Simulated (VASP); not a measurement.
# Mg3Sb2 (P-3m1) in VASP: relaxation of cell and atoms with r2SCAN

Aim: the relaxation of cell and atoms of Mg3Sb2 with r2SCAN.

Program: VASP 6.6.1. These are calculated values, not measurements. Logs are shortened: lines on timing, memory, paths and dates and some standing lists are left out, and cuts for length are marked.

### 1 The cell of the first run

The structure is trigonal, space group P-3m1 (No. 164). Conventional cell: a = 4.595 Å, b = 4.595 Å, c = 7.273 Å, α = 90.00°, β = 90.00°, γ = 120.00°. Mg (site symmetry 3m) has 4 Sb at 2.85 to 2.96 Å and 6 Mg at 3.28 to 3.77 Å within 3.8 Å. Within 4.1 Å of Mg (site symmetry -3m) lie 6 Sb at 3.12 Å and 6 Mg at 3.77 Å. Within 3.8 Å of Sb (site symmetry 3m) lie 7 Mg at 2.85 to 3.12 Å.

### 2 Relaxation of cell and atoms, r2SCAN

Contents of POSCAR:

```
Mg3Sb2
1.0
    4.5952433795      0.0000000000      0.0000000000
   -2.2976216898      3.9795975032      0.0000000000
    0.0000000000      0.0000000000      7.2730418868
Mg Sb
3 2
Direct
    0.3333333333      0.6666666667      0.6322157793
    0.6666666667      0.3333333333      0.3677842207
    0.0000000000      0.0000000000      0.0000000000
    0.3333333333      0.6666666667      0.2257195762
    0.6666666667      0.3333333333      0.7742804238
```

Contents of INCAR.step1:

```
SYSTEM = Mg3Sb2
PREC = Accurate
ENCUT = 660
ISMEAR = 0
SIGMA = 0.01
LREAL = .FALSE.
LASPH = .TRUE.
NELM = 120
GGA = PE
ALGO = Normal
EDIFF = 1E-5
LWAVE = .TRUE.
LCHARG = .FALSE.
GGA_COMPAT = .FALSE.
IBRION = 2
ISIF = 3
EDIFFG = -0.005
NELMIN = 4
NSW = 100
```

Contents of INCAR.step2:

```
SYSTEM = Mg3Sb2
PREC = Accurate
ENCUT = 660
EDIFF = 1E-7
ISMEAR = 0
SIGMA = 0.01
LREAL = .FALSE.
LASPH = .TRUE.
NELM = 120
ALGO = Normal
ISIF = 3
LWAVE = .FALSE.
LCHARG = .FALSE.
METAGGA = R2SCAN
LMIXTAU = .TRUE.
IBRION = 2
NSW = 70
EDIFFG = -0.005
ISTART = 1
GGA_COMPAT = .FALSE.
NELMIN = 4
```

Contents of KPOINTS:

```
regular mesh
0
G
  9 9 6
  0 0 0
```

Potentials or basis: VASP PAW PBE potentials, release 64 (Mg, Sb).

Run with:

```console
$ cat potpaw_PBE.64/Mg/POTCAR potpaw_PBE.64/Sb/POTCAR > POTCAR
$ cp INCAR.step1 INCAR
$ mpirun -np 1 vasp_std > vasp.out
$ cp INCAR.step2 INCAR
$ mpirun -np 1 vasp_std > vasp.out
```

OUTCAR:

```text
SYSTEM = Mg3Sb2
   PREC = Accurate
   ENCUT = 660
   EDIFF = 1E-7
   ISMEAR = 0
   LREAL = .FALSE.
   LASPH = .TRUE.
   NELM = 120
   ISIF = 3
   METAGGA = R2SCAN
   IBRION = 2
   NSW = 70
   EDIFFG = -0.005
   ISTART = 1
   NELMIN = 4

 ion  position               nearest neighbor table
   1  0.333  0.667  0.632-   5 2.85   5 2.85   5 2.85   4 2.96   2 3.28   2 3.28   2 3.28
   2  0.667  0.333  0.368-   4 2.85   4 2.85   4 2.85   5 2.96   1 3.28   1 3.28   1 3.28
   3  0.000  0.000  0.000-   4 3.12   5 3.12   5 3.12   4 3.12   5 3.12   4 3.12
   4  0.333  0.667  0.226-   2 2.85   2 2.85   2 2.85   1 2.96   3 3.12   3 3.12   3 3.12
   5  0.667  0.333  0.774-   1 2.85   1 2.85   1 2.85   2 2.96   3 3.12   3 3.12   3 3.12

  LATTYP: Found a hexagonal cell.
 ALAT       =     4.5952433795
 C/A-ratio  =     1.5827326838

  Lattice vectors:

 A1 = (   4.5952433795,   0.0000000000,   0.0000000000)
 A2 = (  -2.2976216898,   3.9795975032,   0.0000000000)
 A3 = (   0.0000000000,   0.0000000000,   7.2730418868)

Analysis of symmetry for initial positions (statically):
=====================================================================
 Subroutine PRICEL returns:
 Original cell was already a primitive cell.

 Routine SETGRP: Setting up the symmetry group for a
 hexagonal supercell.

 Subroutine GETGRP returns: Found 12 space group operations
 (whereof 12 operations were pure point group operations)
 out of a pool of 24 trial point group operations.

The static configuration has the point symmetry D_3d.

Analysis of symmetry for dynamics (positions and initial velocities):
=====================================================================
 Subroutine PRICEL returns:
 Original cell was already a primitive cell.

 Routine SETGRP: Setting up the symmetry group for a
 hexagonal supercell.

 Subroutine GETGRP returns: Found 12 space group operations
 (whereof 12 operations were pure point group operations)
 out of a pool of 24 trial point group operations.

The dynamic configuration has the point symmetry D_3d.

 Subroutine INISYM returns: Found 12 space group operations
 (whereof 12 operations are pure point group operations),
 and found     1 'primitive' translations

----------------------------------------------------------------------------------------

                                     Primitive cell

  volume of cell :     133.0037

[... 128 lines left out ...]
  energy-cutoff  :      660.00
  volume of cell :      133.00
 maximum number of plane-waves:      5155
 NGX is ok and might be reduce to    40
   NGX = 19   NGY = 19   NGZ = 31

--------------------------------------- Ionic step        1  -------------------------------------------

 number of electron      16.0000000 magnetization

 Free energy of the ion-electron system (eV)
  ---------------------------------------------------
  ext. energy  EPLUGINS =         0.00000000
  ---------------------------------------------------
  free energy    TOTEN  =       -66.25259809 eV

  energy without entropy =      -66.25259809  energy(sigma->0) =      -66.25259809

------------------------ aborting loop because EDIFF is reached ----------------------------------------

  FORCE on cell =-STRESS in cart. coord.  units (eV):
  Direction    XX          YY          ZZ          XY          YZ          ZX
  --------------------------------------------------------------------------------------
  -------------------------------------------------------------------------------------
  Total       -0.7964278     -0.7964278     -0.6150135      0.0000000      0.0000000     -0.0000000
  in kB       -9.5938566     -9.5938566     -7.4085202      0.0000000      0.0000000     -0.0000000
  external PRESSURE =      -8.8654112 kB  Pullay stress =       0.0000000 kB
[... 98 lines left out ...]
  FREE ENERGIE OF THE ION-ELECTRON SYSTEM (eV)
  ---------------------------------------------------
  free  energy   TOTEN  =       -66.2611277636 eV

  energy  without entropy=      -66.2611277636  energy(sigma->0) =      -66.26112776

[... ionic steps 4 to 7 ...]

--------------------------------------- Ionic step        8  -------------------------------------------

 number of electron      16.0000000 magnetization

------------------------ aborting loop because EDIFF is reached ----------------------------------------
[... 73 lines left out ...]
--------------------------------------- Ionic step       10  -------------------------------------------

 number of electron      16.0000000 magnetization

 Free energy of the ion-electron system (eV)
  ---------------------------------------------------
  ext. energy  EPLUGINS =         0.00000000
  ---------------------------------------------------
  free energy    TOTEN  =       -66.26228803 eV

  energy without entropy =      -66.26228803  energy(sigma->0) =      -66.26228803

 E-fermi :   4.4414     XC(G=0):  -9.1812

 val. band max:        4.3529951418   @ k =   0.0000   0.0000   0.0000
 cond. band min:       4.9212452817   @ k =   0.3333   0.3333   0.0000
 fundamental gap:      0.5682501399
 Fermi energy:         4.4413929392

 k-point     1 :       0.0000    0.0000    0.0000
  band No.  band energies     occupation
      1      -6.3354      2.00000
      2      -5.0276      2.00000
      3      -0.6877      2.00000
      4       3.2097      2.00000
      5       3.2097      2.00000
      6       3.9463      2.00000
      7       3.9463      2.00000
      8       4.3530      2.00000
      9       6.1384      0.00000
     10       6.1464      0.00000
     11       7.7822      0.00000
     12       7.7822      0.00000
[... 331 lines left out ...]
 k-point    24 :      -0.1111    0.3333    0.1667
  band No.  band energies     occupation
      1      -5.6989      2.00000
      2      -4.8270      2.00000
      3       0.0256      2.00000
      4       1.0116      2.00000
      5       1.2866      2.00000
      6       2.1806      2.00000
      7       3.0776      2.00000
      8       3.5507      2.00000
      9       5.9935      0.00000
     10       7.1100      0.00000
     11       7.4548      0.00000
     12       8.2354      0.00000

 [... further k-points ...]

------------------------ aborting loop because EDIFF is reached ----------------------------------------

  FORCE on cell =-STRESS in cart. coord.  units (eV):
  Direction    XX          YY          ZZ          XY          YZ          ZX
  --------------------------------------------------------------------------------------
  -------------------------------------------------------------------------------------
  Total       -0.0027616     -0.0027616      0.0131212      0.0000000      0.0000000     -0.0000000
  in kB       -0.0338120     -0.0338120      0.1606530      0.0000000      0.0000000     -0.0000000
  external PRESSURE =       0.0310097 kB  Pullay stress =       0.0000000 kB
[... 20 lines left out ...]
  FREE ENERGIE OF THE ION-ELECTRON SYSTEM (eV)
  ---------------------------------------------------
  free  energy   TOTEN  =       -66.2622880281 eV

  energy  without entropy=      -66.2622880281  energy(sigma->0) =      -66.26228803

 reached required accuracy - stopping structural energy minimisation
```

OSZICAR.step1:

```text
N       E                     dE             d eps       ncg     rms          rms(c)
DAV:   1     0.573768016233E+02    0.57377E+02   -0.59230E+03  1488   0.122E+03
DAV:   2    -0.101493535035E+02   -0.67526E+02   -0.62867E+02  1808   0.152E+02
DAV:   3    -0.151218115377E+02   -0.49725E+01   -0.47454E+01  1936   0.417E+01
[... 28 lines left out ...]
       N       E                     dE             d eps       ncg     rms          rms(c)
DAV:   1    -0.146474112885E+02   -0.83209E-05   -0.12963E-04  1532   0.747E-02    0.330E-03
DAV:   2    -0.146474110841E+02    0.20439E-06   -0.57753E-06   764   0.153E-02    0.175E-03
DAV:   3    -0.146474109730E+02    0.11108E-06   -0.94721E-07   756   0.623E-03    0.649E-04
DAV:   4    -0.146474110425E+02   -0.69474E-07   -0.10194E-07   752   0.253E-03
   5 F= -.14647411E+02 E0= -.14647411E+02  d E =-.803597E-05
```

It took 28 min on 1 thread of Intel Xeon 6975P-C (Granite Rapids), shared host; peak memory 0.47 GiB.

Results:

| Quantity | Value |
| --- | --- |
| Free energy | -66.2623 eV |
| Relaxed volume | 26.17 Å³/atom |
| Relaxed cell | a = 4.566 Å, b = 4.566 Å, c = 7.246 Å, α = 90.00°, β = 90.00°, γ = 120.00° |
| Space group after relaxing (to 0.05 Å) | P-3m1 (No. 164) |
| Energy gained by relaxing | 1.9 meV/atom |
| Ionic steps | 10 |
| Pressure after relaxing | 0.0 GPa |
| Largest force after relaxing | 0.003 eV/Å |
| Band gap on the k mesh | 0.57 eV, indirect (least direct gap 1.77 eV) |

Forces in eV/Å, atoms in the order of the input:
```
Mg   0.000  0.000  0.003
Mg   0.000  0.000 -0.003
Mg   0.000  0.000  0.000
Sb   0.000  0.000 -0.001
Sb   0.000  0.000  0.001
```

The path:
```tsv
step	energy change (eV)	largest force (eV/Å)	pressure (GPa)	volume (Å³)
1	0.0000	0.1596	-0.89	133.00
2	-0.0084	0.0613	0.18	130.19
3	-0.0085	0.0706	0.07	130.45
4	-0.0091	0.0496	0.05	130.57
5	-0.0095	0.0204	0.03	130.73
6	-0.0094	0.0369	-0.03	131.05
7	-0.0097	0.0100	0.01	130.85
8	-0.0097	0.0084	-0.01	130.89
9	-0.0097	0.0069	-0.02	130.92
10	-0.0097	0.0031	0.00	130.86
```

Final structure:
```
Mg Sb
1.0
     4.56642    0.00000    0.00000
    -2.28321    3.95463    0.00000
     0.00000    0.00000    7.24622
Mg Sb
3 2
Direct
  0.33333 0.66667 0.63321
  0.66667 0.33333 0.36679
  0.00000 0.00000 0.00000
  0.33333 0.66667 0.22841
  0.66667 0.33333 0.77159
```

Levels at points of the mesh, in eV from the valence-band top:
```
           k point  band 5  band 6  band 7  band 8  band 9  band 10  band 11  band 12
(0.00, 0.00, 0.00)   -1.14   -0.41   -0.41    0.00    1.79     1.79     3.43     3.43
(0.00, 0.00, 0.50)   -0.83   -0.83   -0.75   -0.75    2.30     2.47     3.07     3.07
```

Caveat: the PAW data sets were made with another functional, which shifts forces and pressure a little; spin-orbit coupling is left out, which moves the levels of the heavy elements. A k mesh can miss the band edges.
